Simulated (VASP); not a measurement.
Input of a VASP 6.6.1 run:

The input INCAR:

```
PREC = Accurate ; ENCUT = 520
EDIFF = 1E-7 ; ISMEAR = 0
SIGMA = 0.15 ; LREAL = False
LASPH = True ; NELM = 60
ALGO = Fast ; ISIF = 2
LWAVE = False ; LCHARG = False
GGA = PE ; NBANDS = 11
```

KPOINTS

```
Automatic mesh
0
Gamma
  24 24 24
```

Contents of POSCAR:

```
Pd
1.0
    0.0000000000      1.9715457769      1.8926839458
    1.9715457769      0.0000000000      1.8926839458
    1.9715457769      1.9715457769      0.0000000000
Pd
1
Direct
    0.0000000000      0.0000000000      0.0000000000
```

Potentials or basis: VASP PAW PBE potentials, release 64 (Pd).

Launch:

```bash
$ cat potpaw_PBE.64/Pd/POTCAR > POTCAR
$ mpirun -np 1 vasp_std > vasp.out
```

Problem. Estimate the band gap on the k mesh.

Solution. Zero (band 5 reaches 10.24 eV, above the bottom of band 6 at 8.52 eV).

Problem. What does it give for the pressure?

Solution. 7.5 GPa.

Stress tensor (GPa, compression positive):
```
6.90 0.00 0.00
0.00 6.90 0.00
0.00 0.00 8.84
```
